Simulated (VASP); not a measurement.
# Be2SbP3 (P1) in VASP: notebook

The runs below take Be2SbP3 through single point, with PBE.

Program: VASP 6.6.1. These are calculated values, not measurements. Logs are shortened: lines on timing, memory, paths and dates and some standing lists are left out, and cuts for length are marked.

### Step 1. The cell of the first run

The typed cell holds 12 atoms: a = 3.771 Å, b = 5.723 Å, c = 10.500 Å, α = 74.50°, β = 83.72°, γ = 89.55°.

### Step 2. Single point, PBE

File INCAR:

```
  PREC = Accurate
  ENCUT = 520
  EDIFF = 1E-6
  ISMEAR = 0
  SIGMA = 0.1
  LREAL = F
  LASPH = T
  NELM = 100
  ALGO = Normal
  ISIF = 2
  LWAVE = F
  LCHARG = F
  GGA = PE
  NBANDS = 36
```

File KPOINTS:

```
regular mesh
0
Gamma
  4 4 2
```

File POSCAR:

```
Be2SbP3
1.0
    3.7710465321      0.0000000000      0.0000000000
    0.0445587920      5.7228713328      0.0000000000
    1.1485238134      2.7975809449     10.0553963813
Be Sb P
4 2 6
Direct
    0.8736720024      0.9602159128      0.4910638847
    0.0405552029      0.5108828256      0.7902289908
    0.9413232749      0.2460710142      0.0919131016
    0.0858294180      0.1866097616      0.6933853356
    0.5812168308      0.5462954628      0.3940254173
    0.4702393391      0.8363967834      0.0194250151
    0.4149617629      0.2165357367      0.1778704180
    0.6022706364      0.0269924539      0.6690239036
    0.4078920012      0.1030055133      0.3930517320
    0.5368978318      0.6694438242      0.8092804680
    0.0430541554      0.5633081739      0.5586310603
    0.0020875443      0.1342425375      0.9121006731
```

Potentials or basis: VASP PAW PBE potentials, release 64 (Be, Sb, P).

Started as:

```sh
> cat potpaw_PBE.64/Be/POTCAR potpaw_PBE.64/Sb/POTCAR potpaw_PBE.64/P/POTCAR > POTCAR
> mpirun -np 1 vasp_std > vasp.out
```

OUTCAR:

```text
PREC = Accurate
   ENCUT = 520
   EDIFF = 1E-6
   ISMEAR = 0
   LREAL = F
   LASPH = T
   NELM = 100
   ISIF = 2
   GGA = PE

 ion  position               nearest neighbor table
   1  0.874  0.960  0.491-   8 2.15   9 2.18   9 2.22  11 2.30   5 3.07
   2  0.041  0.511  0.790-  10 2.11  10 2.14  12 2.19   4 2.34  11 2.37
   3  0.941  0.246  0.092-   7 2.07   7 2.08  12 2.14
   4  0.086  0.187  0.693-   8 2.12   8 2.16  12 2.22  11 2.26   2 2.34
   5  0.581  0.546  0.394-  11 2.54  11 2.60   9 2.63   1 3.07   9 3.24
   6  0.470  0.836  0.019-  12 2.58  12 2.59  10 2.62   7 3.07
   7  0.415  0.217  0.178-   3 2.07   3 2.08   9 2.17   6 3.07
   8  0.602  0.027  0.669-   4 2.12   1 2.15   4 2.16  10 2.18
   9  0.408  0.103  0.393-   7 2.17   1 2.18   1 2.22   5 2.63   5 3.24
  10  0.537  0.669  0.809-   2 2.11   2 2.14   8 2.18   6 2.62
  11  0.043  0.563  0.559-   4 2.26   1 2.30   2 2.37   5 2.54   5 2.60
  12  0.002  0.134  0.912-   3 2.14   2 2.19   4 2.22   6 2.58   6 2.59

  LATTYP: Found a triclinic cell.
 ALAT       =    10.5003124943
 B/A-ratio  =     0.5450356647
 C/A-ratio  =     0.3591366004
 COS(alpha) =     0.0077858541
 COS(beta)  =     0.1093799650
 COS(gamma) =     0.2672718921

  Lattice vectors:

 A1 = (  -1.1485238134,  -2.7975809449, -10.0553963813)
 A2 = (  -0.0445587920,  -5.7228713328,   0.0000000000)
 A3 = (  -3.7710465321,   0.0000000000,   0.0000000000)

Analysis of symmetry for initial positions (statically):
=====================================================================
 Subroutine PRICEL returns:
 Original cell was already a primitive cell.

 Routine SETGRP: Setting up the symmetry group for a
 triclinic supercell.

 Subroutine GETGRP returns: Found  1 space group operations
 (whereof  1 operations were pure point group operations)
 out of a pool of  2 trial point group operations.

The static configuration has the point symmetry C_1 .

Analysis of symmetry for dynamics (positions and initial velocities):
=====================================================================
 Subroutine PRICEL returns:
 Original cell was already a primitive cell.

 Routine SETGRP: Setting up the symmetry group for a
 triclinic supercell.

 Subroutine GETGRP returns: Found  1 space group operations
 (whereof  1 operations were pure point group operations)
[... 118 lines left out ...]
   LREAL  =      F    real-space projection
[... 7 lines left out ...]
   TEBEG  =    0.0;   TEEND  =   0.0 temperature during run
   PSTRESS=    0.0 pullay stress
   NELECT =      48.0000    total number of electrons
   NUPDOWN=      -1.0000    fix difference up-down
   EMIN   =  10.00;   EMAX   =-10.00  energy-range for DOS
   EFERMI =   0.00;   METHOD = LEGACY
   ISMEAR =     0;   SIGMA  =   0.10  broadening in eV -4-tet -1-fermi 0-gaus
   EFERMI_NEDOS =   21; number of points for ismear=-14 and -15
   IALGO  =     38    algorithm
   IMIX   =      4    mixing-type and parameters
     AMIX     =   0.40;   BMIX     =  1.00
     AMIX_MAG =   1.60;   BMIX_MAG =  1.00
  volume/ion in A,a.u.               =      18.08       122.04
  Fermi-wavevector in a.u.,A,eV,Ry     =   0.990065  1.870951 13.336812  0.980228
  Thomas-Fermi vector in A             =   2.121708
   LORBIT       =      0    0 simple, 1 ext, 2 COOP (PROOUT), +10 PAW based schemes
   GGA     = PE    functional components
   LHFCALC =     F    Hartree Fock is set to
   AEXX    =    0.0000 exact exchange contribution
   IVDW    =     0    specifies the selected vdW correction
   LEPSILON=     F    determine dielectric tensor
   LRPA    =     F    only Hartree local field effects (RPA)
 non-spin polarized calculation
 Gauss-broadening in eV      SIGMA  =   0.10
  energy-cutoff  :      520.00
  volume of cell :      217.01
 maximum number of plane-waves:      5884
   NGX = 15   NGY = 21   NGZ = 39

 number of electron      48.0000000 magnetization

 Free energy of the ion-electron system (eV)
  ---------------------------------------------------
  ext. energy  EPLUGINS =         0.00000000
  ---------------------------------------------------
  free energy    TOTEN  =       -55.94314472 eV

  energy without entropy =      -55.93154062  energy(sigma->0) =      -55.93734267

 E-fermi :   6.0486     XC(G=0):  -9.6122

 val. band max:        6.0451156528   @ k =   0.0000   0.0000   0.5000
 cond. band min:       6.1057048104   @ k =   0.5000   0.5000   0.5000
 fundamental gap:      0.0605891575
 Fermi energy:         6.0486114404

 k-point     1 :       0.0000    0.0000    0.0000
  band No.  band energies     occupation
      1      -7.6660      2.00000
      2      -6.9137      2.00000
      3      -6.1527      2.00000
      4      -5.2512      2.00000
      5      -3.5888      2.00000
      6      -2.9718      2.00000
[... 769 lines left out ...]
     35      10.2533      0.00000
     36      10.5425      0.00000

------------------------ aborting loop because EDIFF is reached ----------------------------------------

  FORCE on cell =-STRESS in cart. coord.  units (eV):
  Direction    XX          YY          ZZ          XY          YZ          ZX
  --------------------------------------------------------------------------------------
  -------------------------------------------------------------------------------------
  Total       -0.1543728      4.5623591      4.2148388      0.2608894      2.5752747     -0.0557264
  in kB       -1.1397413     33.6841026     31.1183447      1.9261579     19.0133689     -0.4114303
  external PRESSURE =      21.2209020 kB  Pullay stress =       0.0000000 kB

 VOLUME and BASIS-vectors are now :
 -----------------------------------------------------------------------------
  energy-cutoff  :      520.00
  volume of cell :      217.01
      direct lattice vectors                 reciprocal lattice vectors
     3.771046532  0.000000000  0.000000000     0.265178377 -0.002064703 -0.029714145
     0.044558792  5.722871333  0.000000000     0.000000000  0.174737460 -0.048614910
     1.148523813  2.797580945 10.055396381     0.000000000  0.000000000  0.099449088

 POSITION                                       TOTAL-FORCE (eV/Angst)
 -----------------------------------------------------------------------------------
      3.90144      6.86898      4.93784         0.209689     -0.033427      0.118007
      1.08330      5.13445      7.94607         0.062638      0.059929     -0.162321
      3.66630      1.66537      0.92422        -0.056369      0.023957      0.086808
      1.12835      3.00775      6.97226         0.016290      0.026939      0.024913
      2.66869      4.22870      3.96208         0.076317     -0.145435     -0.196182
      1.83287      4.84093      0.19533        -0.015577     -0.123141      0.107624
      1.77878      1.73681      1.78856         0.043451      0.070535     -0.135798
      3.04078      2.02612      6.72730        -0.059044     -0.141243     -0.235773
      1.99420      1.68908      3.95229        -0.044796      0.061485      0.099894
      2.98397      6.09517      8.13764        -0.120179     -0.032690     -0.022084
      0.82906      4.78656      5.61726        -0.135055      0.170939      0.261214
      1.06142      3.31993      9.17153         0.022636      0.062151      0.053697
 -----------------------------------------------------------------------------------
    total drift:                               -0.000240      0.000205      0.000185

  FREE ENERGIE OF THE ION-ELECTRON SYSTEM (eV)
  ---------------------------------------------------
  free  energy   TOTEN  =       -55.9431447179 eV

  energy  without entropy=      -55.9315406185  energy(sigma->0) =      -55.93734267
```

stdout:

```text
POSCAR found type information on POSCAR BeSbP
 POSCAR found :  3 types and      12 ions
 scaLAPACK will be used
 LDA part: xc-table for (Slater+PW92), standard interpolation
 POSCAR, INCAR and KPOINTS ok, starting setup
 FFT: planning ... GRIDC
 FFT: planning ... GRID_SOFT
 FFT: planning ... GRID
 WAVECAR not read
 entering main loop
```

Run time: 79 s. Hardware: 1 thread of Intel Xeon 6975P-C (Granite Rapids), shared host; peak memory 0.39 GiB.

Results:

```
Free energy            : -55.9431 eV
Pressure               : 2.1 GPa
Largest force          : 0.340 eV/Å
Band gap on the k mesh : zero (bands 24 and 25 overlap by 0.25 eV)
```

Forces on the atoms (eV/Å):
```
Be   0.210 -0.033  0.118
Be   0.063  0.060 -0.162
Be  -0.056  0.024  0.087
Be   0.016  0.027  0.025
Sb   0.076 -0.145 -0.196
Sb  -0.016 -0.123  0.108
P    0.043  0.071 -0.136
P   -0.059 -0.141 -0.236
P   -0.045  0.061  0.100
P   -0.120 -0.033 -0.022
P   -0.135  0.171  0.261
P    0.023  0.062  0.054
```

Levels at points of the mesh, in eV from the Fermi level:
```
           k point  band 22  band 23  band 24  band 25  band 26  band 27
(0.00, 0.00, 0.00)    -1.16    -0.71    -0.44     0.47     1.06     1.88
(0.50, 0.00, 0.00)    -2.16    -1.39    -1.02     0.14     0.67     1.15
(0.00, 0.50, 0.00)    -1.33    -1.15    -0.42     0.73     1.06     1.25
(0.50, 0.50, 0.00)    -1.28    -1.23     0.22     0.27     0.88     1.23
(0.00, 0.00, 0.50)    -1.06    -0.90     0.00     0.79     1.29     1.72
(0.50, 0.00, 0.50)    -2.05    -1.22    -0.97    -0.03     0.84     1.26
(0.00, 0.50, 0.50)    -1.37    -0.76    -0.30     0.52     0.81     1.33
(0.50, 0.50, 0.50)    -1.35    -1.07    -0.13     0.06     0.89     1.40
```

Caveat: the k points lie up to 0.42 Å⁻¹ apart; semilocal functionals underestimate gaps, and a narrow one can read as zero; spin-orbit coupling is left out, which moves the levels of the heavy elements.

### Step 3. Single point, PBE

This run uses another cell than the first one, of 18.77 Å³/atom.

File INCAR:

```
SYSTEM = Be2SbP3
ALGO = Normal
EDIFF = 1E-7
ENCUT = 520
GGA = PE
ISIF = 2
ISMEAR = 0
LASPH = .TRUE.
LCHARG = .FALSE.
LREAL = .FALSE.
LWAVE = .FALSE.
NBANDS = 36
NELM = 60
PREC = Accurate
SIGMA = 0.1
```

File KPOINTS:

```
k-points
0
G
  4 4 2
  0 0 0
```

File POSCAR:

```
Be2SbP3
1.0
    3.7296542093      0.0227407614      0.0065097746
    0.0785806633      5.9042975976      0.2316278964
    1.1701457731      3.2999120801     10.3588584100
Be Sb P
4 2 6
Direct
    0.8754842407      0.9771490055      0.4919295311
    0.0430705966      0.5161188029      0.7813791241
    0.9423701961      0.2037043482      0.0987905045
    0.0964408073      0.1923785917      0.6977499968
    0.5620164975      0.5567634211      0.3973899960
    0.4784579577      0.8133630582      0.0117584900
    0.4162805865      0.2004014950      0.1804862472
    0.6195176209      0.0394879293      0.6656707410
    0.4076678134      0.1253402683      0.3917292449
    0.5348450149      0.6734114786      0.8076575275
    0.0201406267      0.5736682289      0.5592413629
    0.0037080418      0.1282133722      0.9162172340
```

Potentials or basis: VASP PAW PBE potentials, release 64 (Be, Sb, P).

Started as:

```sh
> cat potpaw_PBE.64/Be/POTCAR potpaw_PBE.64/Sb/POTCAR potpaw_PBE.64/P/POTCAR > POTCAR
> mpirun -np 1 vasp_std > vasp.out
```

Run time: 100 s. Hardware: 1 thread of Intel Xeon 6975P-C (Granite Rapids), shared host; peak memory 0.4 GiB.

The run converged. Its results:

| Quantity | Value |
| --- | --- |
| Free energy | -56.1819 eV |
| Pressure | 0.0 GPa |
| Largest force | 0.059 eV/Å |
| Band gap on the k mesh | zero (filled and empty bands touch) |

Forces in eV/Å, atoms in the order of the input:
```
Be   0.006  0.008  0.004
Be   0.003 -0.003  0.001
Be   0.007 -0.006 -0.010
Be   0.005  0.010  0.011
Sb   0.003  0.009 -0.034
Sb   0.002 -0.029  0.047
P   -0.006  0.012  0.045
P   -0.009 -0.031  0.018
P   -0.012 -0.023 -0.053
P    0.004  0.028 -0.037
P   -0.002 -0.005  0.029
P   -0.001  0.032 -0.022
```

Levels at points of the mesh, in eV from the Fermi level:
| k point | band 21 | band 22 | band 23 | band 24 | band 25 | band 26 | band 27 | band 28 |
| --- | --- | --- | --- | --- | --- | --- | --- | --- |
| (0.00, 0.00, 0.00) | -0.97 | -0.88 | -0.64 | -0.34 | 0.79 | 1.29 | 2.06 | 2.36 |
| (0.50, 0.00, 0.00) | -2.48 | -1.87 | -1.07 | -0.86 | 0.18 | 0.75 | 1.41 | 1.76 |
| (0.00, 0.50, 0.00) | -1.59 | -1.12 | -0.92 | -0.57 | 1.12 | 1.20 | 1.37 | 2.05 |
| (0.50, 0.50, 0.00) | -1.77 | -1.38 | -1.24 | -0.01 | 0.40 | 0.96 | 1.14 | 1.94 |
| (0.00, 0.00, 0.50) | -1.11 | -0.77 | -0.74 | -0.09 | 1.11 | 1.44 | 1.94 | 2.48 |
| (0.50, 0.00, 0.50) | -2.20 | -2.02 | -1.19 | -0.44 | -0.01 | 0.82 | 1.34 | 1.64 |
| (0.00, 0.50, 0.50) | -1.32 | -1.18 | -0.61 | -0.51 | 0.75 | 1.08 | 1.73 | 2.20 |
| (0.50, 0.50, 0.50) | -1.99 | -1.27 | -1.02 | -0.28 | 0.22 | 0.95 | 1.32 | 1.92 |

Caveat: the k points lie up to 0.42 Å⁻¹ apart; semilocal functionals underestimate gaps, and a narrow one can read as zero; spin-orbit coupling is left out, which moves the levels of the heavy elements.

### Step 4. Single point, PBE

This run uses another cell than the first one, of 18.78 Å³/atom.

File INCAR:

```
ALGO     = Normal         # electronic algorithm
EDIFF    = 1E-7           # SCF threshold, eV
ENCUT    = 520            # plane-wave cutoff, eV
GGA      = PE             # functional
ISIF     = 2              # what is computed and relaxed
ISMEAR   = 0              # smearing method
LASPH    = True           # aspherical terms in the spheres
LCHARG   = False          # write CHGCAR
LREAL    = False          # projectors in reciprocal space
LWAVE    = False          # write WAVECAR
NBANDS   = 36             # bands
NELM     = 80             # most SCF steps
PREC     = Accurate       # precision mode
SIGMA    = 0.1            # smearing width, eV
```

File KPOINTS:

```
k-points
0
Gamma
  6 4 2
```

File POSCAR:

```
Be2SbP3
1.0
    3.7138045806     -0.0041003910      0.0029746193
   -0.1209872863      5.9243489313      0.0052671993
   -1.0780884268     -2.2078884131     10.2377225647
Be Sb P
4 2 6
Direct
    0.8755643465      0.5307274867      0.5076469198
    0.0443921599      0.7026705010      0.2186571042
    0.9435395888      0.6981471036      0.9018947658
    0.0950758742      0.1088847661      0.3018166679
    0.5595447823      0.0469010726      0.6024815746
    0.4798546822      0.1747302295      0.9882682716
    0.4173591840      0.6196331666      0.8195403608
    0.6185465577      0.2948805677      0.3343982258
    0.4076183498      0.4833368356      0.6086744346
    0.5357490935      0.5178834232      0.1921114768
    0.0183934118      0.8673460774      0.4405531465
    0.0043619695      0.9548587701      0.0839570518
```

Started as:

```sh
> cat potpaw_PBE.64/Be/POTCAR potpaw_PBE.64/Sb/POTCAR potpaw_PBE.64/P/POTCAR > POTCAR
> mpirun -np 1 vasp_std > vasp.out
```

Run time: 2.2 min. Hardware: 1 thread of Intel Xeon 6975P-C (Granite Rapids), shared host; peak memory 0.42 GiB.

The run converged. Its results:

* Free energy: -56.2695 eV
* Pressure: 0.0 GPa
* Largest force: 0.043 eV/Å
* Band gap on the k mesh: 0.01 eV (least direct gap 0.40 eV)

Forces on the atoms (eV/Å):
```
Be  -0.006 -0.003  0.019
Be   0.005 -0.001 -0.009
Be   0.005 -0.007 -0.016
Be   0.003 -0.004 -0.001
Sb   0.005 -0.006  0.035
Sb   0.004  0.016 -0.035
P    0.000 -0.004 -0.030
P   -0.009  0.019 -0.033
P   -0.001  0.027  0.034
P    0.006 -0.017  0.035
P   -0.010  0.001 -0.021
P   -0.002 -0.020  0.021
```

Levels at points of the mesh, in eV from the valence-band top:
```
           k point  band 21  band 22  band 23  band 24  band 25  band 26  band 27  band 28
(0.00, 0.00, 0.00)    -0.91    -0.83    -0.61    -0.30     0.85     1.34     2.12     2.41
(0.50, 0.00, 0.00)    -2.46    -1.84    -1.05    -0.81     0.20     0.75     1.45     1.77
(0.00, 0.50, 0.00)    -1.27    -1.12    -0.59    -0.48     0.79     1.12     1.79     2.23
(0.50, 0.50, 0.00)    -1.98    -1.24    -1.00    -0.26     0.23     0.97     1.33     1.93
(0.00, 0.00, 0.50)    -1.07    -0.72    -0.68    -0.06     1.18     1.50     2.01     2.53
(0.50, 0.00, 0.50)    -2.19    -2.00    -1.16    -0.39     0.01     0.83     1.33     1.67
(0.00, 0.50, 0.50)    -1.57    -1.07    -0.85    -0.54     1.18     1.25     1.40     2.08
(0.50, 0.50, 0.50)    -1.77    -1.35    -1.22     0.00     0.41     0.96     1.17     1.96
```

Caveat: the smearing spreads over this small gap; semilocal functionals underestimate gaps, and a narrow one can read as zero; spin-orbit coupling is left out, which moves the levels of the heavy elements.

### Step 5. Overview

```tsv
cell	k mesh	gap on the mesh (eV)	pressure (GPa)	largest force (eV/Å)
a = 3.771, b = 5.723, c = 10.500 Å, angles 74.5, 83.7, 89.6°, 12 atoms, atomic positions A	4 × 4 × 2	none	2.1	0.34
a = 3.730, b = 5.909, c = 10.935 Å, angles 70.1, 83.7, 88.9°, 12 atoms, atomic positions B	4 × 4 × 2	none	0.0	0.06
a = 3.714, b = 5.926, c = 10.528 Å, angles 101.9, 95.8, 91.2°, 12 atoms, atomic positions C	6 × 4 × 2	0.01	0.0	0.04
```

Alike in all rows: task single point; level PBE; potentials or basis VASP PAW PBE potentials, release 64 (Be, Sb, P); no spin polarisation; cutoff (eV) 520; smearing gaussian 0.1 eV.

Caveats: some runs use coarse meshes; semilocal functionals underestimate gaps, and a narrow one can read as zero; spin-orbit coupling is left out, which moves the levels of the heavy elements; the smearing spreads over this small gap (at least some runs).

Total energies depend on the potentials used, so only differences within one code and one set of settings carry meaning.

The gap in the log of VASP goes by the Fermi energy; the results here count the filled bands.